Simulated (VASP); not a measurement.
# Rh (Fm-3m) in VASP: further runs, part 2 of 2

VASP 6.6.1. Earlier steps stand in the parts before.

### 4 Single point, RPBE

File INCAR:

```
SYSTEM = Rh
  ALGO = Normal
  EDIFF = 1E-6
  ENCUT = 520
  GGA = RP
  ISIF = 2
  ISMEAR = 0
  LASPH = .TRUE.
  LCHARG = .FALSE.
  LREAL = .FALSE.
  LWAVE = .FALSE.
  NBANDS = 14
  NELM = 80
  PREC = Accurate
  SIGMA = 0.15
```

File KPOINTS:

```
k-points
0
G
  15 15 15
  0 0 0
```

File POSCAR:

```
Rh
1.0
    0.0000000000      1.8978500000      1.8978500000
    1.8978500000      0.0000000000      1.8978500000
    1.8978500000      1.8978500000      0.0000000000
Rh
1
Direct
    0.0000000000      0.0000000000      0.0000000000
```

Potentials or basis: VASP PAW PBE potentials, release 64 (Rh_pv).

Started as:

```bash
$ cat potpaw_PBE.64/Rh_pv/POTCAR > POTCAR
$ mpirun -np 1 vasp_std > vasp.out
```

OUTCAR:

```text
SYSTEM = Rh
   EDIFF = 1E-6
   ENCUT = 520
   GGA = RP
   ISIF = 2
   ISMEAR = 0
   LASPH = .TRUE.
   LREAL = .FALSE.
   NELM = 80
   PREC = Accurate

 ion  position               nearest neighbor table
   1  0.000  0.000  0.000-

  LATTYP: Found a face centered cubic cell.
 ALAT       =     3.7957000000

  Lattice vectors:

 A1 = (   0.0000000000,   1.8978500000,   1.8978500000)
 A2 = (   1.8978500000,   0.0000000000,   1.8978500000)
 A3 = (   1.8978500000,   1.8978500000,   0.0000000000)

Analysis of symmetry for initial positions (statically):
=====================================================================
 Subroutine PRICEL returns:
 Original cell was already a primitive cell.

 Routine SETGRP: Setting up the symmetry group for a
 face centered cubic supercell.

 Subroutine GETGRP returns: Found 48 space group operations
 (whereof 48 operations were pure point group operations)
 out of a pool of 48 trial point group operations.

The static configuration has the point symmetry O_h .

Analysis of symmetry for dynamics (positions and initial velocities):
=====================================================================
 Subroutine PRICEL returns:
 Original cell was already a primitive cell.

 Routine SETGRP: Setting up the symmetry group for a
 face centered cubic supercell.

 Subroutine GETGRP returns: Found 48 space group operations
 (whereof 48 operations were pure point group operations)
 out of a pool of 48 trial point group operations.

The dynamic configuration has the point symmetry O_h .

 Subroutine INISYM returns: Found 48 space group operations
 (whereof 48 operations are pure point group operations),
 and found     1 'primitive' translations

----------------------------------------------------------------------------------------

                                     Primitive cell

  volume of cell :      13.6715

  direct lattice vectors                    reciprocal lattice vectors
     0.000000000  1.897850000  1.897850000    -0.263456016  0.263456016  0.263456016
     1.897850000  0.000000000  1.897850000     0.263456016 -0.263456016  0.263456016
     1.897850000  1.897850000  0.000000000     0.263456016  0.263456016 -0.263456016

  length of vectors
     2.683965209  2.683965209  2.683965209     0.456319205  0.456319205  0.456319205

  position of ions in fractional coordinates (direct lattice)
     0.000000000  0.000000000  0.000000000

  ion indices of the primitive-cell ions
   primitive index   ion index
                 1           1

----------------------------------------------------------------------------------------

 KPOINTS: k-points

Automatic generation of k-mesh.
 Grid dimensions read from file:
 generate k-points for:   15   15   15

 Generating k-lattice:

  Cartesian coordinates                     Fractional coordinates (reciprocal lattice)
    -0.017563734  0.017563734  0.017563734     0.066666667  0.000000000  0.000000000
     0.017563734 -0.017563734  0.017563734     0.000000000  0.066666667  0.000000000
     0.017563734  0.017563734 -0.017563734     0.000000000  0.000000000  0.066666667

  Length of vectors
     0.030421280  0.030421280  0.030421280

  Shift w.r.t. Gamma in fractional coordinates (k-lattice)
     0.000000000  0.000000000  0.000000000

 Subroutine IBZKPT returns following result:
 ===========================================

 Found    120 irreducible k-points:

 Following reciprocal coordinates:
            Coordinates               Weight
  0.000000  0.000000  0.000000      1.000000
  0.066667  0.000000  0.000000      8.000000
  0.133333  0.000000  0.000000      8.000000
  0.200000  0.000000  0.000000      8.000000
  0.266667  0.000000  0.000000      8.000000
  0.333333  0.000000  0.000000      8.000000
[... 16 lines left out ...]
  0.133333  0.133333  0.000000      6.000000
  0.200000  0.133333  0.000000     24.000000
 [... further k-points ...]
   k-points           NKPTS =    120   k-points in BZ     NKDIM =    120   number of bands    NBANDS=     14
   number of dos      NEDOS =    301   number of ions     NIONS =      1
   total plane-waves  NPLWV =   8000
   dimension x,y,z NGX =    20 NGY =   20 NGZ =   20
   dimension x,y,z NGXF=    40 NGYF=   40 NGZF=   40
   ions per type =               1
   NGX,Y,Z   is equivalent  to a cutoff of  12.39, 12.39, 12.39 a.u.
   NGXF,Y,Z  is equivalent  to a cutoff of  24.78, 24.78, 24.78 a.u.
 SYSTEM =  Rh
   PREC   = accura    normal or accurate (medium, high low for compatibility)
   ISTART =      0    job   : 0-new  1-cont  2-samecut
   ICHARG =      2    charge: 1-file 2-atom 10-const
   ISPIN  =      1    spin polarized calculation?
   LNONCOLLINEAR =      F non collinear calculations
   LSORBIT =      F    spin-orbit coupling
   LASPH  =      T    aspherical Exc in radial PAW
   ENCUT  =  520.0 eV  38.22 Ry    6.18 a.u.   4.99  4.99  4.99*2*pi/ulx,y,z
   NELM   =     80;   NELMIN=  2; NELMDL= -5     # of ELM steps
   EDIFF  = 0.1E-05   stopping-criterion for ELM
   LREAL  =      F    real-space projection
   EDIFFG = 0.1E-04   stopping-criterion for IOM
   NSW    =      0    number of steps for IOM
   IBRION =     -1    ionic relax: 0-MD 1-quasi-New 2-CG
   NFREE  =      0    steps in history (QN), initial steepest desc. (CG)
   ISIF   =      2    stress and relaxation
   ISYM   =      2    0-nonsym 1-usesym 2-fastsym
   POTIM  = 0.5000    time-step for ionic-motion
   TEBEG  =    0.0;   TEEND  =   0.0 temperature during run
   PSTRESS=    0.0 pullay stress
   NELECT =      15.0000    total number of electrons
   NUPDOWN=      -1.0000    fix difference up-down
   EMIN   =  10.00;   EMAX   =-10.00  energy-range for DOS
   EFERMI =   0.00;   METHOD = LEGACY
   ISMEAR =     0;   SIGMA  =   0.15  broadening in eV -4-tet -1-fermi 0-gaus
   EFERMI_NEDOS =   21; number of points for ismear=-14 and -15
   IALGO  =     38    algorithm
   IMIX   =      4    mixing-type and parameters
     AMIX     =   0.40;   BMIX     =  1.00
     AMIX_MAG =   1.60;   BMIX_MAG =  1.00
  volume/ion in A,a.u.               =      13.67        92.26
  Fermi-wavevector in a.u.,A,eV,Ry     =   1.688496  3.190795 38.790465  2.851019
  Thomas-Fermi vector in A             =   2.770792
   LORBIT       =      0    0 simple, 1 ext, 2 COOP (PROOUT), +10 PAW based schemes
   GGA     = RP    functional components
   LHFCALC =     F    Hartree Fock is set to
   AEXX    =    0.0000 exact exchange contribution
   IVDW    =     0    specifies the selected vdW correction
   LEPSILON=     F    determine dielectric tensor
   LRPA    =     F    only Hartree local field effects (RPA)
 non-spin polarized calculation
 Gauss-broadening in eV      SIGMA  =   0.15
  energy-cutoff  :      520.00
  volume of cell :       13.67
 maximum number of plane-waves:       378
   NGX =  9   NGY =  9   NGZ =  9

 number of electron      15.0000007 magnetization

 Free energy of the ion-electron system (eV)
  ---------------------------------------------------
  ext. energy  EPLUGINS =         0.00000000
  ---------------------------------------------------
  free energy    TOTEN  =        -6.59962586 eV

  energy without entropy =       -6.58477323  energy(sigma->0) =       -6.59219954

 E-fermi :  12.0926     XC(G=0): -13.9727

 val. band max:       12.0914224927   @ k =  -0.3333   0.2000   0.0667
 cond. band min:      12.0926966298   @ k =   0.3333   0.1333   0.0000
 fundamental gap:      0.0012741371
 Fermi energy:        12.0925810796

 k-point     1 :       0.0000    0.0000    0.0000
  band No.  band energies     occupation
      1     -34.3113      2.00000
      2     -34.3113      2.00000
      3     -34.3113      2.00000
      4       4.1283      2.00000
      5       8.9878      2.00000
      6       8.9878      2.00000
      7       8.9878      2.00000
      8      11.0817      2.00000
      9      11.0817      2.00000
     10      28.0914      0.00000
     11      32.6522      0.00000
     12      33.6048      0.00000
     13      33.6048      0.00000
     14      33.6048      0.00000
[... 375 lines left out ...]
 k-point    24 :       0.2000    0.1333    0.0000
  band No.  band energies     occupation
      1     -34.5233      2.00000
      2     -34.3803      2.00000
      3     -34.3740      2.00000
      4       5.5772      2.00000
      5       8.1467      2.00000
      6       9.6325      2.00000
      7       9.7102      2.00000
      8      10.4011      2.00000
      9      11.4416      2.00000
     10      30.0557      0.00000
     11      30.5420      0.00000
     12      32.6518      0.00000
     13      33.3317      0.00000
     14      33.8283      0.00000

 [... further k-points ...]

------------------------ aborting loop because EDIFF is reached ----------------------------------------

  FORCE on cell =-STRESS in cart. coord.  units (eV):
  Direction    XX          YY          ZZ          XY          YZ          ZX
  --------------------------------------------------------------------------------------
  -------------------------------------------------------------------------------------
  Total        1.0560591      1.0560591      1.0560591     -0.0000000     -0.0000000      0.0000000
  in kB      123.7608145    123.7608145    123.7608145     -0.0000000     -0.0000000      0.0000000
  external PRESSURE =     123.7608145 kB  Pullay stress =       0.0000000 kB

 VOLUME and BASIS-vectors are now :
 -----------------------------------------------------------------------------
  energy-cutoff  :      520.00
  volume of cell :       13.67
      direct lattice vectors                 reciprocal lattice vectors
     0.000000000  1.897850000  1.897850000    -0.263456016  0.263456016  0.263456016
     1.897850000  0.000000000  1.897850000     0.263456016 -0.263456016  0.263456016
     1.897850000  1.897850000  0.000000000     0.263456016  0.263456016 -0.263456016

 POSITION                                       TOTAL-FORCE (eV/Angst)
 -----------------------------------------------------------------------------------
      0.00000      0.00000      0.00000         0.000000      0.000000     -0.000000
 -----------------------------------------------------------------------------------
    total drift:                                0.000000     -0.000000      0.000000

  FREE ENERGIE OF THE ION-ELECTRON SYSTEM (eV)
  ---------------------------------------------------
  free  energy   TOTEN  =        -6.5996258570 eV

  energy  without entropy=       -6.5847732257  energy(sigma->0) =       -6.59219954
```

Wall time 23 s (1 thread of Intel Xeon Platinum 8375C at 2.90GHz (Ice Lake), shared host); peak memory 0.14 GiB.

Results:

- Free energy: -6.5996 eV
- Pressure: 12.4 GPa

Caveat: the PAW data sets were made with another functional, which shifts forces and pressure a little.

### 5 Single point, r2SCAN

POSCAR is that of step 4.

File INCAR.step1:

```
PREC = Accurate
ENCUT = 520
ISMEAR = 0
SIGMA = 0.15
LREAL = False
LASPH = True
NELM = 60
NBANDS = 14
GGA = PE
ALGO = Normal
EDIFF = 1E-4
LWAVE = True
LCHARG = False
```

File INCAR.step2:

```
PREC = Accurate
ENCUT = 520
EDIFF = 1E-7
ISMEAR = 0
SIGMA = 0.15
LREAL = False
LASPH = True
NELM = 60
ALGO = Normal
ISIF = 2
LWAVE = False
LCHARG = False
METAGGA = R2SCAN
LMIXTAU = True
NBANDS = 14
ISTART = 1
```

File KPOINTS:

```
Automatic mesh
0
Gamma
  15 15 15
```

Potentials or basis: VASP PAW PBE potentials, release 64 (Rh_pv).

Started as:

```bash
$ cat potpaw_PBE.64/Rh_pv/POTCAR > POTCAR
$ cp INCAR.step1 INCAR
$ mpirun -np 1 vasp_std > vasp.out
$ cp INCAR.step2 INCAR
$ mpirun -np 1 vasp_std > vasp.out
```

OUTCAR:

```text
PREC = Accurate
   ENCUT = 520
   EDIFF = 1E-7
   ISMEAR = 0
   LREAL = False
   LASPH = True
   NELM = 60
   ISIF = 2
   METAGGA = R2SCAN
   ISTART = 1

 ion  position               nearest neighbor table
   1  0.000  0.000  0.000-

  LATTYP: Found a face centered cubic cell.
 ALAT       =     3.7957000000

  Lattice vectors:

 A1 = (   0.0000000000,   1.8978500000,   1.8978500000)
 A2 = (   1.8978500000,   0.0000000000,   1.8978500000)
 A3 = (   1.8978500000,   1.8978500000,   0.0000000000)

[... 585 lines left out ...]
     14      34.5537      0.00000

 [... further k-points ...]

------------------------ aborting loop because EDIFF is reached ----------------------------------------

  FORCE on cell =-STRESS in cart. coord.  units (eV):
  Direction    XX          YY          ZZ          XY          YZ          ZX
  --------------------------------------------------------------------------------------
  -------------------------------------------------------------------------------------
  Total        0.1901703      0.1901703      0.1901703      0.0000000      0.0000000      0.0000000
  in kB       22.2862858     22.2862858     22.2862858      0.0000000      0.0000000      0.0000000
  external PRESSURE =      22.2862858 kB  Pullay stress =       0.0000000 kB

 VOLUME and BASIS-vectors are now :
 -----------------------------------------------------------------------------
  energy-cutoff  :      520.00
  volume of cell :       13.67
      direct lattice vectors                 reciprocal lattice vectors
     0.000000000  1.897850000  1.897850000    -0.263456016  0.263456016  0.263456016
     1.897850000  0.000000000  1.897850000     0.263456016 -0.263456016  0.263456016
     1.897850000  1.897850000  0.000000000     0.263456016  0.263456016 -0.263456016

 POSITION                                       TOTAL-FORCE (eV/Angst)
 -----------------------------------------------------------------------------------
      0.00000      0.00000      0.00000        -0.000000     -0.000000      0.000000
 -----------------------------------------------------------------------------------
    total drift:                                0.000000      0.000000      0.000000

  FREE ENERGIE OF THE ION-ELECTRON SYSTEM (eV)
  ---------------------------------------------------
  free  energy   TOTEN  =       -24.1435294949 eV

  energy  without entropy=      -24.1295211078  energy(sigma->0) =      -24.13652530
```

It took 86 s on 1 thread of Intel Xeon Platinum 8375C at 2.90GHz (Ice Lake), shared host; peak memory 0.14 GiB.

Results:

| Quantity | Value |
| --- | --- |
| Free energy | -24.1435 eV |
| Pressure | 2.2 GPa |

Caveat: the PAW data sets were made with another functional, which shifts forces and pressure a little.

### 6 The runs side by side

| level | potentials or basis | gap on the mesh (eV) | pressure (GPa) |
| --- | --- | --- | --- |
| revPBE | VASP PAW PBE potentials, release 64 (Rh_pv) | none | 11.0 |
| LDA | VASP PAW LDA potentials, release 64 (Rh_pv) | none | -8.9 |
| RPBE | VASP PAW PBE potentials, release 64 (Rh_pv) | none | 12.4 |
| r2SCAN | VASP PAW PBE potentials, release 64 (Rh_pv) | none | 2.2 |

Alike in all rows: task single point; no spin polarisation; cell as given; k mesh 15 × 15 × 15; cutoff (eV) 520; smearing gaussian 0.15 eV.

Caveats: the PAW data sets were made with another functional, which shifts forces and pressure a little (some runs).

Total energies depend on the potentials used, so only differences within one code and one set of settings carry meaning.
